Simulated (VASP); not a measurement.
# Zn2CdTe3 (P4mm) in VASP: single point with PBE

Aim: the single point of Zn2CdTe3 with PBE.

Everything below comes from runs of VASP 6.6.1. Logs are shortened: lines on timing, memory, paths and dates and some standing lists are left out, and cuts for length are marked.

### Step 1. The cell of the first run

It takes space group P4mm (No. 99, tetragonal). Conventional cell: a = 5.445 Å, b = 5.445 Å, c = 7.394 Å, α = 90.00°, β = 90.00°, γ = 90.00°. Within 3.4 Å of Zn (site symmetry 2mm) lie 3 Te at 2.60 to 2.87 Å. Within 3.8 Å of Cd (site symmetry 4mm) lie 5 Te at 2.89 to 2.90 Å. Te (site symmetry 4mm) has 4 Zn at 2.87 Å and 1 Cd at 2.89 Å within 3.8 Å. Within 3.4 Å of Te (site symmetry 2mm) lie 1 Zn at 2.60 Å and 2 Cd at 2.90 Å.

The cell was generated, and may not be a known phase.

### Step 2. Single point, PBE

File INCAR:

```
ALGO     = Fast           # electronic algorithm
EDIFF    = 1E-6           # SCF threshold, eV
ENCUT    = 520            # plane-wave cutoff, eV
GGA      = PE             # functional
ISIF     = 2              # what is computed and relaxed
ISMEAR   = 0              # smearing method
LASPH    = True           # aspherical terms in the spheres
LCHARG   = False          # write CHGCAR
LREAL    = False          # projectors in reciprocal space
LWAVE    = False          # write WAVECAR
NBANDS   = 36             # bands
NELM     = 100            # most SCF steps
PREC     = Accurate       # precision mode
SIGMA    = 0.1            # smearing width, eV
```

File KPOINTS:

```
k-points
0
Gamma
  8 8 6
```

File POSCAR:

```
Zn2CdTe3
1.0
    5.4446908761      0.0000000000      0.0000000000
    0.0000000000      5.4446908761      0.0000000000
    0.0000000000      0.0000000000      7.3941719469
Zn Cd Te
2 1 3
Direct
    0.5000000000      0.0000000000      0.1486398046
    0.0000000000      0.5000000000      0.1486398046
    0.0000000000      0.0000000000      0.6636283024
    0.0000000000      0.0000000000      0.2730449295
    0.5000000000      0.0000000000      0.7970465245
    0.0000000000      0.5000000000      0.7970465245
```

Potentials or basis: VASP PAW PBE potentials, release 64 (Zn, Cd, Te).

Command:

```
$ cat potpaw_PBE.64/Zn/POTCAR potpaw_PBE.64/Cd/POTCAR potpaw_PBE.64/Te/POTCAR > POTCAR
$ mpirun -np 1 vasp_std > vasp.out
```

OUTCAR:

```text
EDIFF = 1E-6
   ENCUT = 520
   GGA = PE
   ISIF = 2
   ISMEAR = 0
   LASPH = True
   LREAL = False
   NELM = 100
   PREC = Accurate

 ion  position               nearest neighbor table
   1  0.500  0.000  0.149-   5 2.60   4 2.87   4 2.87
   2  0.000  0.500  0.149-   6 2.60   4 2.87   4 2.87
   3  0.000  0.000  0.664-   4 2.89   5 2.90   6 2.90   6 2.90   5 2.90
   4  0.000  0.000  0.273-   1 2.87   2 2.87   2 2.87   1 2.87   3 2.89
   5  0.500  0.000  0.797-   1 2.60   3 2.90   3 2.90
   6  0.000  0.500  0.797-   2 2.60   3 2.90   3 2.90

  LATTYP: Found a simple tetragonal cell.
 ALAT       =     5.4446908761
 C/A-ratio  =     1.3580517453

  Lattice vectors:

 A1 = (   5.4446908761,   0.0000000000,   0.0000000000)
 A2 = (   0.0000000000,   5.4446908761,   0.0000000000)
 A3 = (   0.0000000000,   0.0000000000,   7.3941719469)

Analysis of symmetry for initial positions (statically):
=====================================================================
 Subroutine PRICEL returns:
 Original cell was already a primitive cell.

 Routine SETGRP: Setting up the symmetry group for a
 simple tetragonal supercell.

 Subroutine GETGRP returns: Found  8 space group operations
 (whereof  8 operations were pure point group operations)
 out of a pool of 16 trial point group operations.

The static configuration has the point symmetry C_4v.

Analysis of symmetry for dynamics (positions and initial velocities):
=====================================================================
 Subroutine PRICEL returns:
 Original cell was already a primitive cell.

 Routine SETGRP: Setting up the symmetry group for a
 simple tetragonal supercell.

 Subroutine GETGRP returns: Found  8 space group operations
 (whereof  8 operations were pure point group operations)
 out of a pool of 16 trial point group operations.

The dynamic configuration has the point symmetry C_4v.

 Subroutine INISYM returns: Found  8 space group operations
 (whereof  8 operations are pure point group operations),
 and found     1 'primitive' translations

----------------------------------------------------------------------------------------

                                     Primitive cell

  volume of cell :     219.1977

  direct lattice vectors                    reciprocal lattice vectors
     5.444690876  0.000000000  0.000000000     0.183665156  0.000000000  0.000000000
     0.000000000  5.444690876  0.000000000     0.000000000  0.183665156  0.000000000
     0.000000000  0.000000000  7.394171947     0.000000000  0.000000000  0.135241648

  length of vectors
     5.444690876  5.444690876  7.394171947     0.183665156  0.183665156  0.135241648

  position of ions in fractional coordinates (direct lattice)
     0.500000000  0.000000000  0.148639805
     0.000000000  0.500000000  0.148639805
     0.000000000  0.000000000  0.663628302
     0.000000000  0.000000000  0.273044930
     0.500000000  0.000000000  0.797046524
     0.000000000  0.500000000  0.797046524

  ion indices of the primitive-cell ions
   primitive index   ion index
                 1           1
                 2           2
                 3           3
                 4           4
                 5           5
                 6           6

----------------------------------------------------------------------------------------

 KPOINTS: k-points

Automatic generation of k-mesh.
 Grid dimensions read from file:
 generate k-points for:    8    8    6

 Generating k-lattice:

  Cartesian coordinates                     Fractional coordinates (reciprocal lattice)
     0.022958145  0.000000000  0.000000000     0.125000000  0.000000000  0.000000000
     0.000000000  0.022958145  0.000000000     0.000000000  0.125000000  0.000000000
     0.000000000  0.000000000  0.022540275     0.000000000  0.000000000  0.166666667

  Length of vectors
     0.022958145  0.022958145  0.022540275

  Shift w.r.t. Gamma in fractional coordinates (k-lattice)
     0.000000000  0.000000000  0.000000000

 Subroutine IBZKPT returns following result:
 ===========================================

 Found     60 irreducible k-points:

 Following reciprocal coordinates:
            Coordinates               Weight
  0.000000  0.000000  0.000000      1.000000
  0.125000  0.000000  0.000000      4.000000
  0.250000  0.000000  0.000000      4.000000
  0.375000  0.000000  0.000000      4.000000
  0.500000  0.000000  0.000000      2.000000
  0.125000  0.125000  0.000000      4.000000
[... 16 lines left out ...]
  0.375000  0.125000  0.166667     16.000000
  0.500000  0.125000  0.166667      8.000000
 [... further k-points ...]
   k-points           NKPTS =     60   k-points in BZ     NKDIM =     60   number of bands    NBANDS=     36
   number of dos      NEDOS =    301   number of ions     NIONS =      6
   total plane-waves  NPLWV =  89600
   dimension x,y,z NGX =    40 NGY =   40 NGZ =   56
   dimension x,y,z NGXF=    80 NGYF=   80 NGZF=  112
   ions per type =               2   1   3
   NGX,Y,Z   is equivalent  to a cutoff of  12.21, 12.21, 12.59 a.u.
   NGXF,Y,Z  is equivalent  to a cutoff of  24.43, 24.43, 25.18 a.u.
 SYSTEM =  unknown system
   PREC   = accura    normal or accurate (medium, high low for compatibility)
   ISTART =      0    job   : 0-new  1-cont  2-samecut
   ICHARG =      2    charge: 1-file 2-atom 10-const
   ISPIN  =      1    spin polarized calculation?
   LNONCOLLINEAR =      F non collinear calculations
   LSORBIT =      F    spin-orbit coupling
   LASPH  =      T    aspherical Exc in radial PAW
   ENCUT  =  520.0 eV  38.22 Ry    6.18 a.u.  10.12 10.12 13.75*2*pi/ulx,y,z
   NELM   =    100;   NELMIN=  2; NELMDL= -5     # of ELM steps
   EDIFF  = 0.1E-05   stopping-criterion for ELM
   LREAL  =      F    real-space projection
   EDIFFG = 0.1E-04   stopping-criterion for IOM
   NSW    =      0    number of steps for IOM
   IBRION =     -1    ionic relax: 0-MD 1-quasi-New 2-CG
   NFREE  =      0    steps in history (QN), initial steepest desc. (CG)
   ISIF   =      2    stress and relaxation
   ISYM   =      2    0-nonsym 1-usesym 2-fastsym
   POTIM  = 0.5000    time-step for ionic-motion
   TEBEG  =    0.0;   TEEND  =   0.0 temperature during run
   PSTRESS=    0.0 pullay stress
   NELECT =      54.0000    total number of electrons
   NUPDOWN=      -1.0000    fix difference up-down
   EMIN   =  10.00;   EMAX   =-10.00  energy-range for DOS
   EFERMI =   0.00;   METHOD = LEGACY
   ISMEAR =     0;   SIGMA  =   0.10  broadening in eV -4-tet -1-fermi 0-gaus
   EFERMI_NEDOS =   21; number of points for ismear=-14 and -15
   IALGO  =     68    algorithm
   IMIX   =      4    mixing-type and parameters
     AMIX     =   0.40;   BMIX     =  1.00
     AMIX_MAG =   1.60;   BMIX_MAG =  1.00
  volume/ion in A,a.u.               =      36.53       246.54
  Fermi-wavevector in a.u.,A,eV,Ry     =   1.026268  1.939365 14.330007  1.053226
  Thomas-Fermi vector in A             =   2.160152
   LORBIT       =      0    0 simple, 1 ext, 2 COOP (PROOUT), +10 PAW based schemes
   GGA     = PE    functional components
   LHFCALC =     F    Hartree Fock is set to
   AEXX    =    0.0000 exact exchange contribution
   IVDW    =     0    specifies the selected vdW correction
   LEPSILON=     F    determine dielectric tensor
   LRPA    =     F    only Hartree local field effects (RPA)
 non-spin polarized calculation
 RMM-DIIS sequential band-by-band and
 Gauss-broadening in eV      SIGMA  =   0.10
  energy-cutoff  :      520.00
  volume of cell :      219.20
 maximum number of plane-waves:      5928
   NGX = 21   NGY = 21   NGZ = 27

 number of electron      53.9999971 magnetization

 Free energy of the ion-electron system (eV)
  ---------------------------------------------------
  ext. energy  EPLUGINS =         0.00000000
  ---------------------------------------------------
  free energy    TOTEN  =       -12.04762477 eV

  energy without entropy =      -12.03063610  energy(sigma->0) =      -12.03913043

 E-fermi :   2.2231     XC(G=0):  -7.9563

 val. band max:        2.2229787230   @ k =   0.5000   0.2500   0.5000
 cond. band min:       2.2271417797   @ k =   0.5000   0.2500   0.3333
 fundamental gap:      0.0041630568
 Fermi energy:         2.2230963755

 k-point     1 :       0.0000    0.0000    0.0000
  band No.  band energies     occupation
      1      -9.6507      2.00000
      2      -9.1180      2.00000
      3      -8.4140      2.00000
      4      -6.5805      2.00000
      5      -6.5805      2.00000
      6      -6.4762      2.00000
[... 28 lines left out ...]
     35       6.8236      0.00000
     36       7.0524      0.00000

 k-point     2 :       0.1250    0.0000    0.0000
  band No.  band energies     occupation
      1      -9.6209      2.00000
      2      -9.0941      2.00000
      3      -8.4345      2.00000
      4      -6.5870      2.00000
      5      -6.5800      2.00000
      6      -6.4698      2.00000
[... 28 lines left out ...]
     35       6.5945      0.00000
     36       7.4655      0.00000

 k-point     3 :       0.2500    0.0000    0.0000
  band No.  band energies     occupation
      1      -9.5451      2.00000
      2      -9.0243      2.00000
      3      -8.4993      2.00000
      4      -6.5983      2.00000
      5      -6.5786      2.00000
      6      -6.4735      2.00000
[... 28 lines left out ...]
     35       6.6976      0.00000
     36       8.2192      0.00000

 k-point     4 :       0.3750    0.0000    0.0000
  band No.  band energies     occupation
      1      -9.4638      2.00000
      2      -8.9136      2.00000
      3      -8.6101      2.00000
      4      -6.6033      2.00000
      5      -6.5771      2.00000
      6      -6.4796      2.00000
[... 28 lines left out ...]
     35       6.8747      0.00000
     36       7.8695      0.00000

 k-point     5 :       0.5000    0.0000    0.0000
  band No.  band energies     occupation
      1      -9.4287      2.00000
      2      -8.8037      2.00000
      3      -8.7216      2.00000
      4      -6.6026      2.00000
      5      -6.5765      2.00000
      6      -6.4821      2.00000
[... 655 lines left out ...]
 k-point    22 :       0.2500    0.1250    0.1667
  band No.  band energies     occupation
      1      -9.4990      2.00000
      2      -9.0203      2.00000
      3      -8.5087      2.00000
      4      -6.6102      2.00000
      5      -6.5775      2.00000
      6      -6.4763      2.00000
[... 28 lines left out ...]
     35       6.9424      0.00000
     36       7.7416      0.00000

 k-point    23 :       0.3750    0.1250    0.1667
  band No.  band energies     occupation
      1      -9.4255      2.00000
      2      -8.9057      2.00000
      3      -8.6101      2.00000
      4      -6.6203      2.00000
      5      -6.5713      2.00000
      6      -6.4825      2.00000
[... 28 lines left out ...]
     35       6.8387      0.00000
     36       7.5139      0.00000

 k-point    24 :       0.5000    0.1250    0.1667
  band No.  band energies     occupation
      1      -9.3942      2.00000
      2      -8.7964      2.00000
      3      -8.7145      2.00000
      4      -6.6227      2.00000
      5      -6.5671      2.00000
      6      -6.4851      2.00000
[... 28 lines left out ...]
     35       6.7384      0.00000
     36       7.6782      0.00000

 [... further k-points ...]

------------------------ aborting loop because EDIFF is reached ----------------------------------------

  FORCE on cell =-STRESS in cart. coord.  units (eV):
  Direction    XX          YY          ZZ          XY          YZ          ZX
  --------------------------------------------------------------------------------------
  -------------------------------------------------------------------------------------
  Total        0.0815522      0.0815522      0.1414400      0.0000000      0.0000000      0.0000000
  in kB        0.5960881      0.5960881      1.0338242      0.0000000      0.0000000      0.0000000
  external PRESSURE =       0.7420002 kB  Pullay stress =       0.0000000 kB

 VOLUME and BASIS-vectors are now :
 -----------------------------------------------------------------------------
  energy-cutoff  :      520.00
  volume of cell :      219.20
      direct lattice vectors                 reciprocal lattice vectors
     5.444690876  0.000000000  0.000000000     0.183665156  0.000000000  0.000000000
     0.000000000  5.444690876  0.000000000     0.000000000  0.183665156  0.000000000
     0.000000000  0.000000000  7.394171947     0.000000000  0.000000000  0.135241648

 POSITION                                       TOTAL-FORCE (eV/Angst)
 -----------------------------------------------------------------------------------
      2.72235      0.00000      1.09907         0.000000      0.000000      0.014344
      0.00000      2.72235      1.09907        -0.000000     -0.000000      0.014344
      0.00000      0.00000      4.90698        -0.000000     -0.000000     -0.008086
      0.00000      0.00000      2.01894        -0.000000     -0.000000     -0.007121
      2.72235      0.00000      5.89350        -0.000000     -0.000000     -0.006741
      0.00000      2.72235      5.89350        -0.000000     -0.000000     -0.006741
 -----------------------------------------------------------------------------------
    total drift:                               -0.000000     -0.000000      0.002313

  FREE ENERGIE OF THE ION-ELECTRON SYSTEM (eV)
  ---------------------------------------------------
  free  energy   TOTEN  =       -12.0476247702 eV

  energy  without entropy=      -12.0306360963  energy(sigma->0) =      -12.03913043
```

Run time: 7.1 min. Hardware: 1 thread of Oxide Virtual Turin-like, shared host; peak memory 0.56 GiB.

Results:

* Free energy: -12.0476 eV
* Pressure: 0.1 GPa
* Largest force: 0.014 eV/Å
* Band gap on the k mesh: zero (bands 27 and 28 overlap by 1.14 eV)

Forces in eV/Å, atoms in the order of the input:
```
Zn   0.000  0.000  0.014
Zn   0.000  0.000  0.014
Cd   0.000  0.000 -0.008
Te   0.000  0.000 -0.007
Te   0.000  0.000 -0.007
Te   0.000  0.000 -0.007
```

Levels at points of the mesh, in eV from the Fermi level:
```tsv
k point	band 24	band 25	band 26	band 27	band 28	band 29	band 30	band 31
(0.00, 0.00, 0.00)	-2.42	-1.50	-1.01	-0.26	-0.17	-0.17	0.00	3.01
(0.50, 0.00, 0.00)	-2.00	-1.86	-1.48	-1.32	-0.52	2.35	2.78	2.91
(0.50, 0.50, 0.00)	-2.62	-2.62	0.48	0.56	0.77	2.72	2.72	3.37
(0.00, 0.00, 0.50)	-2.92	-2.92	-0.32	-0.15	-0.15	0.37	0.79	3.51
(0.50, 0.00, 0.50)	-1.99	-1.75	-1.49	-1.30	-0.07	1.78	2.48	2.56
(0.50, 0.50, 0.50)	-1.91	-1.91	0.29	0.49	0.78	1.30	1.91	1.91
```

Caveat: spin-orbit coupling is left out, which moves the levels of the heavy elements.
